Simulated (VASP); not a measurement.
# TaN in VASP: a series of runs

TaN is run at these levels: PBE; tasks: single point.

All numbers are computed with VASP 6.6.1; they aren't measurements. Logs are shortened: lines on timing, memory, paths and dates and some standing lists are left out, and cuts for length are marked.

## (1) The cell of the first run

It takes space group P-6m2 (No. 187, hexagonal). Conventional cell: a = 2.938 Å, b = 2.938 Å, c = 2.883 Å, α = 90.00°, β = 90.00°, γ = 120.00°. Ta (site symmetry -6m2) has 6 N at 2.23 Å and 2 Ta at 2.88 Å within 2.9 Å. N (site symmetry -6m2) has 6 Ta at 2.23 Å and 2 N at 2.88 Å within 2.9 Å.

## (2) Single point, PBE

The input, INCAR:

```
SYSTEM = TaN
  ALGO = Normal
  EDIFF = 1E-6
  ENCUT = 520
  GGA = PE
  ISIF = 2
  ISMEAR = -1
  LASPH = .TRUE.
  LCHARG = .FALSE.
  LREAL = .FALSE.
  LWAVE = .FALSE.
  NBANDS = 15
  NELM = 60
  PREC = Accurate
  SIGMA = 0.15
```

The input, KPOINTS:

```
k-points
0
G
  12 12 10
  0 0 0
```

The input, POSCAR:

```
TaN
1.0
    2.9379988584      0.0000000000      0.0000000000
   -1.4689994292      2.5443816477      0.0000000000
    0.0000000000      0.0000000000      2.8830000000
Ta N
1 1
Direct
    0.3333333333      0.6666666667      0.5000000000
    0.0000000000      0.0000000000      0.0000000000
```

Potentials or basis: VASP PAW PBE potentials, release 64 (Ta_pv, N).

Started as:

```bash
> cat potpaw_PBE.64/Ta_pv/POTCAR potpaw_PBE.64/N/POTCAR > POTCAR
> mpirun -np 1 vasp_std > vasp.out
```

OUTCAR:

```text
SYSTEM = TaN
   EDIFF = 1E-6
   ENCUT = 520
   GGA = PE
   ISIF = 2
   ISMEAR = -1
   LASPH = .TRUE.
   LREAL = .FALSE.
   NELM = 60
   PREC = Accurate

 ion  position               nearest neighbor table
   1  0.333  0.667  0.500-   2 2.23   2 2.23   2 2.23   2 2.23   2 2.23   2 2.23
   2  0.000  0.000  0.000-   1 2.23   1 2.23   1 2.23   1 2.23   1 2.23   1 2.23

  LATTYP: Found a hexagonal cell.
 ALAT       =     2.9379988584
 C/A-ratio  =     0.9812801635

  Lattice vectors:

 A1 = (   2.9379988584,   0.0000000000,   0.0000000000)
 A2 = (  -1.4689994292,   2.5443816477,   0.0000000000)
 A3 = (   0.0000000000,   0.0000000000,   2.8830000000)

Analysis of symmetry for initial positions (statically):
=====================================================================
 Subroutine PRICEL returns:
 Original cell was already a primitive cell.

 Routine SETGRP: Setting up the symmetry group for a
 hexagonal supercell.

 Subroutine GETGRP returns: Found 12 space group operations
 (whereof 12 operations were pure point group operations)
 out of a pool of 24 trial point group operations.

The static configuration has the point symmetry D_3h.

Analysis of symmetry for dynamics (positions and initial velocities):
=====================================================================
 Subroutine PRICEL returns:
 Original cell was already a primitive cell.

 Routine SETGRP: Setting up the symmetry group for a
 hexagonal supercell.

 Subroutine GETGRP returns: Found 12 space group operations
 (whereof 12 operations were pure point group operations)
 out of a pool of 24 trial point group operations.

The dynamic configuration has the point symmetry D_3h.

 Subroutine INISYM returns: Found 12 space group operations
 (whereof 12 operations are pure point group operations),
 and found     1 'primitive' translations

----------------------------------------------------------------------------------------

                                     Primitive cell

  volume of cell :      21.5516

  direct lattice vectors                    reciprocal lattice vectors
     2.937998858  0.000000000  0.000000000     0.340367729  0.196511400  0.000000000
    -1.468999429  2.544381648  0.000000000     0.000000000  0.393022800  0.000000000
     0.000000000  0.000000000  2.883000000     0.000000000  0.000000000  0.346860909

  length of vectors
     2.937998858  2.937998858  2.883000000     0.393022800  0.393022800  0.346860909

  position of ions in fractional coordinates (direct lattice)
     0.333333333  0.666666667  0.500000000
     0.000000000  0.000000000  0.000000000

  ion indices of the primitive-cell ions
   primitive index   ion index
                 1           1
                 2           2

----------------------------------------------------------------------------------------

 KPOINTS: k-points

Automatic generation of k-mesh.
 Grid dimensions read from file:
 generate k-points for:   12   12   10

 Generating k-lattice:

  Cartesian coordinates                     Fractional coordinates (reciprocal lattice)
     0.028363977  0.016375950  0.000000000     0.083333333 -0.000000000  0.000000000
     0.000000000  0.032751900  0.000000000     0.000000000  0.083333333  0.000000000
     0.000000000  0.000000000  0.034686091     0.000000000  0.000000000  0.100000000

  Length of vectors
     0.032751900  0.032751900  0.034686091

  Shift w.r.t. Gamma in fractional coordinates (k-lattice)
     0.000000000  0.000000000  0.000000000

 Subroutine IBZKPT returns following result:
 ===========================================

 Found    114 irreducible k-points:

 Following reciprocal coordinates:
            Coordinates               Weight
  0.000000  0.000000  0.000000      1.000000
  0.083333  0.000000  0.000000      6.000000
  0.166667  0.000000  0.000000      6.000000
  0.250000  0.000000  0.000000      6.000000
  0.333333  0.000000  0.000000      6.000000
  0.416667  0.000000  0.000000      6.000000
[... 16 lines left out ...]
  0.250000  0.000000  0.100000     12.000000
  0.333333  0.000000  0.100000     12.000000
 [... further k-points ...]
   k-points           NKPTS =    114   k-points in BZ     NKDIM =    114   number of bands    NBANDS=     15
   number of dos      NEDOS =    301   number of ions     NIONS =      2
   total plane-waves  NPLWV =  13824
   dimension x,y,z NGX =    24 NGY =   24 NGZ =   24
   dimension x,y,z NGXF=    48 NGYF=   48 NGZF=   48
   ions per type =               1   1
   NGX,Y,Z   is equivalent  to a cutoff of  13.58, 13.58, 13.84 a.u.
   NGXF,Y,Z  is equivalent  to a cutoff of  27.16, 27.16, 27.68 a.u.
 SYSTEM =  TaN
   PREC   = accura    normal or accurate (medium, high low for compatibility)
   ISTART =      0    job   : 0-new  1-cont  2-samecut
   ICHARG =      2    charge: 1-file 2-atom 10-const
   ISPIN  =      1    spin polarized calculation?
   LNONCOLLINEAR =      F non collinear calculations
   LSORBIT =      F    spin-orbit coupling
   LASPH  =      T    aspherical Exc in radial PAW
   ENCUT  =  520.0 eV  38.22 Ry    6.18 a.u.   5.46  5.46  5.36*2*pi/ulx,y,z
   NELM   =     60;   NELMIN=  2; NELMDL= -5     # of ELM steps
   EDIFF  = 0.1E-05   stopping-criterion for ELM
   LREAL  =      F    real-space projection
   EDIFFG = 0.1E-04   stopping-criterion for IOM
   NSW    =      0    number of steps for IOM
   IBRION =     -1    ionic relax: 0-MD 1-quasi-New 2-CG
   NFREE  =      0    steps in history (QN), initial steepest desc. (CG)
   ISIF   =      2    stress and relaxation
   ISYM   =      2    0-nonsym 1-usesym 2-fastsym
   POTIM  = 0.5000    time-step for ionic-motion
   TEBEG  =    0.0;   TEEND  =   0.0 temperature during run
   PSTRESS=    0.0 pullay stress
   NELECT =      16.0000    total number of electrons
   NUPDOWN=      -1.0000    fix difference up-down
   EMIN   =  10.00;   EMAX   =-10.00  energy-range for DOS
   EFERMI =   0.00;   METHOD = LEGACY
   ISMEAR =    -1;   SIGMA  =   0.15  broadening in eV -4-tet -1-fermi 0-gaus
   EFERMI_NEDOS =   21; number of points for ismear=-14 and -15
   IALGO  =     38    algorithm
   IMIX   =      4    mixing-type and parameters
     AMIX     =   0.40;   BMIX     =  1.00
     AMIX_MAG =   1.60;   BMIX_MAG =  1.00
  volume/ion in A,a.u.               =      10.78        72.72
  Fermi-wavevector in a.u.,A,eV,Ry     =   1.482366  2.801265 29.897546  2.197408
  Thomas-Fermi vector in A             =   2.596161
   LORBIT       =      0    0 simple, 1 ext, 2 COOP (PROOUT), +10 PAW based schemes
   GGA     = PE    functional components
   LHFCALC =     F    Hartree Fock is set to
   AEXX    =    0.0000 exact exchange contribution
   IVDW    =     0    specifies the selected vdW correction
   LEPSILON=     F    determine dielectric tensor
   LRPA    =     F    only Hartree local field effects (RPA)
 non-spin polarized calculation
  energy-cutoff  :      520.00
  volume of cell :       21.55
 maximum number of plane-waves:       599
 NGX is ok and might be reduce to    24
   NGX = 11   NGY = 11   NGZ = 11

 number of electron      16.0000001 magnetization

 Free energy of the ion-electron system (eV)
  ---------------------------------------------------
  ext. energy  EPLUGINS =         0.00000000
  ---------------------------------------------------
  free energy    TOTEN  =       -22.44383541 eV

  energy without entropy =      -22.43499848  energy(sigma->0) =      -22.43941694

 E-fermi :   8.3007     XC(G=0): -13.3456

 val. band max:        8.2586114823   @ k =   0.0000   0.0000   0.4000
 cond. band min:       8.3787233590   @ k =   0.3333   0.3333   0.0000
 fundamental gap:      0.1201118766
 Fermi energy:         8.3007166622

 k-point     1 :       0.0000    0.0000    0.0000
  band No.  band energies     occupation
      1     -26.5917      2.00000
      2     -26.3267      2.00000
      3     -26.3267      2.00000
      4      -9.5274      2.00000
      5       3.6900      2.00000
      6       3.6900      2.00000
      7       4.0470      2.00000
      8       5.3265      2.00000
      9      10.4646      0.00000
     10      11.8400      0.00000
     11      11.8400      0.00000
     12      12.2605      0.00000
     13      12.2605      0.00000
     14      21.3568      0.00000
     15      21.6719      0.00000

 k-point     2 :       0.0833    0.0000    0.0000
  band No.  band energies     occupation
      1     -26.5822      2.00000
      2     -26.4015      2.00000
      3     -26.3426      2.00000
      4      -9.3841      2.00000
      5       3.2606      2.00000
      6       3.7985      2.00000
      7       4.2498      2.00000
      8       5.1215      2.00000
      9      10.9780      0.00000
     10      11.5475      0.00000
     11      11.8633      0.00000
     12      12.1867      0.00000
     13      12.4504      0.00000
     14      21.3431      0.00000
     15      21.6634      0.00000

 k-point     3 :       0.1667    0.0000    0.0000
  band No.  band energies     occupation
      1     -26.6012      2.00000
      2     -26.5564      2.00000
      3     -26.3859      2.00000
      4      -8.9889      2.00000
      5       2.3647      2.00000
      6       4.0869      2.00000
      7       4.6204      2.00000
      8       4.7045      2.00000
      9      10.8340      0.00000
     10      11.9754      0.00000
     11      11.9914      0.00000
     12      12.2360      0.00000
     13      12.8698      0.00000
     14      21.3231      0.00000
     15      21.6504      0.00000
[... 343 lines left out ...]
 k-point    23 :       0.2500    0.0000    0.1000
  band No.  band energies     occupation
      1     -26.8529      2.00000
      2     -26.6067      2.00000
      3     -26.4359      2.00000
      4      -8.3147      2.00000
      5       1.5020      2.00000
      6       3.5031      2.00000
      7       4.3751      2.00000
      8       5.5651      2.00000
      9      10.5500      0.00000
     10      10.9270      0.00000
     11      12.5615      0.00000
     12      13.1286      0.00000
     13      14.4021      0.00000
     14      21.1858      0.00000
     15      21.6352      0.00000

 k-point    24 :       0.3333    0.0000    0.1000
  band No.  band energies     occupation
      1     -27.1013      2.00000
      2     -26.5687      2.00000
      3     -26.4933      2.00000
      4      -7.7931      2.00000
      5       0.7044      2.00000
      6       3.2281      2.00000
      7       4.5901      2.00000
      8       5.5493      2.00000
      9      10.9080      0.00000
     10      11.2434      0.00000
     11      12.8116      0.00000
     12      13.2711      0.00000
     13      15.3393      0.00000
     14      21.3997      0.00000
     15      21.6541      0.00000

 [... further k-points ...]

------------------------ aborting loop because EDIFF is reached ----------------------------------------

  FORCE on cell =-STRESS in cart. coord.  units (eV):
  Direction    XX          YY          ZZ          XY          YZ          ZX
  --------------------------------------------------------------------------------------
  -------------------------------------------------------------------------------------
  Total        0.6765298      0.6765298      0.8249978      0.0000000      0.0000000      0.0000000
  in kB       50.2943262     50.2943262     61.3316761      0.0000000      0.0000000      0.0000000
  external PRESSURE =      53.9734428 kB  Pullay stress =       0.0000000 kB

 VOLUME and BASIS-vectors are now :
 -----------------------------------------------------------------------------
  energy-cutoff  :      520.00
  volume of cell :       21.55
      direct lattice vectors                 reciprocal lattice vectors
     2.937998858  0.000000000  0.000000000     0.340367729  0.196511400  0.000000000
    -1.468999429  2.544381648  0.000000000     0.000000000  0.393022800  0.000000000
     0.000000000  0.000000000  2.883000000     0.000000000  0.000000000  0.346860909

 POSITION                                       TOTAL-FORCE (eV/Angst)
 -----------------------------------------------------------------------------------
     -0.00000      1.69625      1.44150        -0.000000      0.000000      0.000000
      0.00000      0.00000      0.00000         0.000000     -0.000000      0.000000
 -----------------------------------------------------------------------------------
    total drift:                                0.000000     -0.000000     -0.000000

  FREE ENERGIE OF THE ION-ELECTRON SYSTEM (eV)
  ---------------------------------------------------
  free  energy   TOTEN  =       -22.4438354071 eV

  energy  without entropy=      -22.4349984780  energy(sigma->0) =      -22.43941694
```

Run time: 15 s. Hardware: 1 thread of Intel Xeon Platinum 8375C at 2.90GHz (Ice Lake), shared host; peak memory 0.16 GiB.

What came out:

| Quantity | Value |
| --- | --- |
| Free energy | -22.4438 eV |
| Pressure | 5.4 GPa |
| Band gap on the k mesh | zero (band 8 reaches 8.68 eV, above the bottom of band 9 at 8.17 eV) |

Stress tensor (GPa, compression positive):
```
5.03 0.00 0.00
0.00 5.03 0.00
0.00 0.00 6.13
```

Caveat: spin-orbit coupling is left out, which moves the levels of the heavy elements.

## (3) Single point, PBE

The input, INCAR:

```
PREC     = Accurate       # precision mode
ENCUT    = 520            # plane-wave cutoff, eV
EDIFF    = 1E-7           # SCF threshold, eV
ISMEAR   = 0              # smearing method
SIGMA    = 0.2            # smearing width, eV
LREAL    = F              # projectors in reciprocal space
LASPH    = T              # aspherical terms in the spheres
NELM     = 80             # most SCF steps
ALGO     = Normal         # electronic algorithm
ISIF     = 2              # what is computed and relaxed
LWAVE    = F              # write WAVECAR
LCHARG   = F              # write CHGCAR
GGA      = PE             # functional
NBANDS   = 15             # bands
```

The input, KPOINTS:

```
regular mesh
0
Gamma
  12 12 10
```

POSCAR is that of step 2.

Potentials or basis: VASP PAW PBE potentials, release 64 (Ta_pv, N).

Started as:

```bash
> cat potpaw_PBE.64/Ta_pv/POTCAR potpaw_PBE.64/N/POTCAR > POTCAR
> mpirun -np 1 vasp_std > vasp.out
```

Wall time 15 s (1 thread of Intel Xeon Platinum 8375C at 2.90GHz (Ice Lake), shared host); peak memory 0.16 GiB.

The run converged. Its results:

```yaml
Free_energy: -22.4413 eV
Pressure: 5.4 GPa
Band_gap_on_the_k_mesh: zero (band 8 reaches 8.67 eV, above the bottom of band 9 at 8.17 eV)
```

Stress tensor (GPa, compression positive):
```
4.98 0.00 0.00
0.00 4.98 0.00
0.00 0.00 6.23
```

Levels at points of the mesh, in eV from the Fermi level:
| k point | band 4 | band 5 | band 6 | band 7 | band 8 | band 9 | band 10 | band 11 | band 12 | band 13 |
| --- | --- | --- | --- | --- | --- | --- | --- | --- | --- | --- |
| (0.00, 0.00, 0.00) | -17.82 | -4.60 | -4.60 | -4.24 | -2.96 | 2.17 | 3.55 | 3.55 | 3.97 | 3.97 |
| (0.50, 0.00, 0.00) | -15.53 | -8.32 | -5.23 | -3.51 | -3.22 | 2.98 | 3.98 | 5.18 | 5.26 | 7.40 |
| (0.00, 0.00, 0.50) | -15.17 | -9.39 | -3.79 | -3.79 | -0.12 | -0.12 | 2.37 | 3.30 | 3.30 | 8.17 |
| (0.50, 0.00, 0.50) | -15.83 | -7.36 | -6.23 | -5.72 | -0.40 | 4.12 | 5.32 | 6.00 | 7.04 | 10.16 |

Caveat: spin-orbit coupling is left out, which moves the levels of the heavy elements.

## (4) Single point, PBE

The input, INCAR:

```
PREC = Accurate
ENCUT = 520
EDIFF = 1E-6
ISMEAR = -1
SIGMA = 0.28
LREAL = F
LASPH = T
NELM = 80
ALGO = Normal
ISIF = 2
LWAVE = F
LCHARG = T
GGA = PE
LELF = T
LVHAR = T
NBANDS = 15
```

The input, KPOINTS:

```
Automatic mesh
0
Gamma
  12 12 10
```

POSCAR is that of step 3.

Started as:

```bash
> cat potpaw_PBE.64/Ta_pv/POTCAR potpaw_PBE.64/N/POTCAR > POTCAR
> mpirun -np 1 vasp_std > vasp.out
```

Wall time 16 s (1 thread of Intel Xeon Platinum 8375C at 2.90GHz (Ice Lake), shared host); peak memory 0.16 GiB.

It converged, with:

| Property | Result |
| --- | --- |
| Free energy | -22.4607 eV |
| Pressure | 5.5 GPa |
| Band gap on the k mesh | zero (band 8 reaches 8.68 eV, above the bottom of band 9 at 8.17 eV) |

Stress tensor (GPa, compression positive):
```
5.34 0.00 0.00
0.00 5.34 0.00
0.00 0.00 5.91
```

Levels at points of the mesh, in eV from the Fermi level:
| k point | band 6 | band 7 | band 8 | band 9 | band 10 | band 11 |
| --- | --- | --- | --- | --- | --- | --- |
| (0.00, 0.00, 0.00) | -4.71 | -4.35 | -3.07 | 2.06 | 3.44 | 3.44 |
| (0.50, 0.00, 0.00) | -5.33 | -3.62 | -3.33 | 2.88 | 3.88 | 5.08 |
| (0.00, 0.00, 0.50) | -3.90 | -3.90 | -0.23 | -0.23 | 2.26 | 3.19 |
| (0.50, 0.00, 0.50) | -6.34 | -5.83 | -0.51 | 4.02 | 5.21 | 5.90 |

Caveat: spin-orbit coupling is left out, which moves the levels of the heavy elements.

(Continued in part 2 of 2.)
